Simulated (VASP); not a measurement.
# SiO2 (I4_1/amd) in VASP: further runs, part 2 of 2

VASP 6.6.1. Earlier steps stand in the parts before.

## 4. Single point, PBE

This run uses another cell than the first one: it holds 12 atoms, not 6.

File INCAR:

```
PREC     = Accurate       # precision mode
ENCUT    = 520            # plane-wave cutoff, eV
EDIFF    = 1E-6           # SCF threshold, eV
ISMEAR   = 0              # smearing method
SIGMA    = 0.1            # smearing width, eV
LREAL    = F              # projectors in reciprocal space
LASPH    = T              # aspherical terms in the spheres
NELM     = 100            # most SCF steps
ALGO     = Normal         # electronic algorithm
ISIF     = 2              # what is computed and relaxed
LWAVE    = F              # write WAVECAR
LCHARG   = T              # write CHGCAR
GGA      = PE             # functional
LELF     = T              # ELF
LVHAR    = T            
NBANDS   = 44             # bands
```

File KPOINTS:

```
regular mesh
0
Gamma
  4 4 4
```

File POSCAR:

```
SiO2
1.0
    1.7633636022     -1.7633636022     -4.2602399400
    1.7633636022     -1.7633636022      4.2602399400
   -3.5267272044     -3.5267272044      0.0000000000
Si O
4 8
Direct
    1.0000000000      0.0000000000      1.0000000000
    0.5000000000      0.5000000000      0.5000000000
    0.5000000000      0.0000000000      0.7500000000
    0.0000000000      0.5000000000      0.2500000000
    0.2078260596      0.7921739404      0.0000000000
    0.7078260596      0.2921739404      0.5000000000
    0.2921739404      0.2078260596      0.7500000000
    0.7921739404      0.7078260596      0.2500000000
    0.7078260596      0.7921739404      0.7500000000
    0.2078260596      0.2921739404      0.2500000000
    0.2921739404      0.7078260596      0.5000000000
    0.7921739404      0.2078260596      1.0000000000
```

Potentials or basis: VASP PAW PBE potentials, release 64 (Si, O).

The run is started by

```sh
$ cat potpaw_PBE.64/Si/POTCAR potpaw_PBE.64/O/POTCAR > POTCAR
$ mpirun -np 1 vasp_std > vasp.out
```

OUTCAR:

```text
PREC = Accurate
   ENCUT = 520
   EDIFF = 1E-6
   ISMEAR = 0
   LREAL = F
   LASPH = T
   NELM = 100
   ISIF = 2
   GGA = PE

 ion  position               nearest neighbor table
   1  0.000  0.000  0.000-   5 1.77  12 1.77   8 1.80   9 1.80  10 1.80   7 1.80   3 2.77   4 2.77
                             4 2.77   3 2.77
   2  0.500  0.500  0.500-   6 1.77  11 1.77   8 1.80   9 1.80  10 1.80   7 1.80   3 2.77   4 2.77
                             3 2.77   4 2.77
   3  0.500  0.000  0.750-   7 1.77   9 1.77   5 1.80   6 1.80  11 1.80  12 1.80   1 2.77   2 2.77
[... 1230 lines left out ...]
 VOLUME and BASIS-vectors are now :
 -----------------------------------------------------------------------------
  energy-cutoff  :      520.00
  volume of cell :      105.98
      direct lattice vectors                 reciprocal lattice vectors
     1.763363602 -1.763363602 -4.260239940     0.141774504 -0.141774504 -0.117364282
     1.763363602 -1.763363602  4.260239940     0.141774504 -0.141774504  0.117364282
    -3.526727204 -3.526727204  0.000000000    -0.141774504 -0.141774504  0.000000000

 POSITION                                       TOTAL-FORCE (eV/Angst)
 -----------------------------------------------------------------------------------
      0.00000      0.00000      0.00000         0.000000      0.000000     -0.000000
      0.00000     -3.52673      0.00000         0.000000      0.000000     -0.000000
     -1.76336     -3.52673     -2.13012         0.000000      0.000000     -0.000000
      0.00000     -1.76336      2.13012         0.000000      0.000000     -0.000000
      1.76336     -1.76336      2.48946        -0.000000     -0.000000     -0.005690
      0.00000     -3.52673     -1.77078         0.000000      0.000000     -0.005690
     -1.76336     -3.52673     -0.35934        -0.000000     -0.000000      0.005690
      1.76336     -3.52673     -0.35934        -0.000000     -0.000000      0.005690
      0.00000     -5.29009      0.35934        -0.000000     -0.000000     -0.005690
      0.00000     -1.76336      0.35934         0.000000      0.000000     -0.005690
      0.00000     -3.52673      1.77078        -0.000000     -0.000000      0.005690
      1.76336     -1.76336     -2.48946         0.000000      0.000000      0.005690
 -----------------------------------------------------------------------------------
    total drift:                               -0.000000     -0.000000     -0.000000

  FREE ENERGIE OF THE ION-ELECTRON SYSTEM (eV)
  ---------------------------------------------------
  free  energy   TOTEN  =       -92.0764894040 eV

  energy  without entropy=      -92.0764894040  energy(sigma->0) =      -92.07648940
```

OSZICAR:

```text
N       E                     dE             d eps       ncg     rms          rms(c)
DAV:   1     0.341207096010E+03    0.34121E+03   -0.35232E+04  1848   0.140E+03
DAV:   2    -0.825913878126E+02   -0.42380E+03   -0.41017E+03  2308   0.318E+02
DAV:   3    -0.101378946189E+03   -0.18788E+02   -0.18696E+02  2336   0.678E+01
DAV:   4    -0.101569237432E+03   -0.19029E+00   -0.18999E+00  2296   0.771E+00
DAV:   5    -0.101571673255E+03   -0.24358E-02   -0.24346E-02  2268   0.839E-01    0.242E+01
DAV:   6    -0.919889554483E+02    0.95827E+01   -0.34065E+01  2188   0.281E+01    0.109E+01
DAV:   7    -0.920419471625E+02   -0.52992E-01   -0.12239E+00  2240   0.504E+00    0.405E+00
DAV:   8    -0.920614653854E+02   -0.19518E-01   -0.43871E-02  2280   0.142E+00    0.162E+00
DAV:   9    -0.920756895138E+02   -0.14224E-01   -0.21772E-02  2192   0.995E-01    0.356E-01
DAV:  10    -0.920764916181E+02   -0.80210E-03   -0.19038E-03  2312   0.237E-01    0.777E-02
DAV:  11    -0.920764806924E+02    0.10926E-04   -0.29643E-04  2264   0.931E-02    0.104E-02
DAV:  12    -0.920764898551E+02   -0.91627E-05   -0.35785E-05  2228   0.299E-02    0.126E-02
DAV:  13    -0.920764893203E+02    0.53477E-06   -0.15788E-05  2276   0.200E-02    0.586E-03
DAV:  14    -0.920764894040E+02   -0.83649E-07   -0.70959E-07  1436   0.481E-03
   1 F= -.92076489E+02 E0= -.92076489E+02  d E =-.110734E-10
```

stdout:

```text
POSCAR found type information on POSCAR SiO
 POSCAR found :  2 types and      12 ions
 scaLAPACK will be used
 LDA part: xc-table for (Slater+PW92), standard interpolation
 POSCAR, INCAR and KPOINTS ok, starting setup
 FFT: planning ... GRIDC
 FFT: planning ... GRID_SOFT
 FFT: planning ... GRID
 WAVECAR not read
 entering main loop
```

Run time: 53 s. Hardware: 1 thread of Intel Xeon 6975P-C (Granite Rapids), shared host; peak memory 0.26 GiB.

Results:

| Property | Result |
| --- | --- |
| Free energy | -92.0765 eV |
| Pressure | 0.1 GPa |
| Largest force | 0.006 eV/Å |
| Band gap on the k mesh | 5.81 eV |

Forces on the atoms (eV/Å):
```
Si   0.000  0.000  0.000
Si   0.000  0.000  0.000
Si   0.000  0.000  0.000
Si   0.000  0.000  0.000
O    0.000  0.000 -0.006
O    0.000  0.000 -0.006
O    0.000  0.000  0.006
O    0.000  0.000  0.006
O    0.000  0.000 -0.006
O    0.000  0.000 -0.006
O    0.000  0.000  0.006
O    0.000  0.000  0.006
```

Levels at points of the mesh, in eV from the valence-band top:
```
           k point  band 28  band 29  band 30  band 31  band 32  band 33  band 34  band 35  band 36  band 37
(0.00, 0.00, 0.00)    -0.83    -0.63    -0.63    -0.07    -0.07     5.81     8.35     9.65     9.65    10.76
(0.50, 0.00, 0.00)    -1.59    -0.88    -0.88    -0.31    -0.31     8.17     8.17     8.20     8.20    10.59
(0.50, 0.50, 0.00)    -2.00    -0.42    -0.42    -0.07    -0.07     7.17     7.17     9.65     9.65    10.13
(0.00, 0.00, 0.50)    -2.31    -0.95    -0.95    -0.24    -0.24     8.16     8.16     8.37     8.37    11.37
(0.50, 0.00, 0.50)    -1.79    -1.22    -1.22    -1.19    -1.19     8.66     8.66     8.69     8.69    10.99
(0.50, 0.50, 0.50)    -1.67    -0.50    -0.50    -0.50    -0.50     8.32     8.32     8.32     8.32    10.03
```

## 5. Summary

```tsv
cell	k mesh	gap on the mesh (eV)	pressure (GPa)	largest force (eV/Å)
a = 5.199 Å, angles 142.9, 142.9, 53.5°, 6 atoms	8 × 8 × 8	6.45	19.9	1.14
a = 4.937 Å, angles 138.1, 138.1, 60.7°, 6 atoms	8 × 8 × 8	5.81	0.1	0.01
a = 4.936, b = 4.936, c = 4.988 Å, angles 90.0, 90.0, 119.3°, 12 atoms	4 × 4 × 4	5.81	0.1	0.01
```

Alike in all rows: task single point; level PBE; potentials or basis VASP PAW PBE potentials, release 64 (Si, O); no spin polarisation; cutoff (eV) 520; smearing gaussian 0.1 eV.

Caveats: forces of over 1 eV/Å act on the atoms, so gaps and moduli don't describe the material at rest (some runs).

Absolute energies hang on the potentials; compare differences alone.
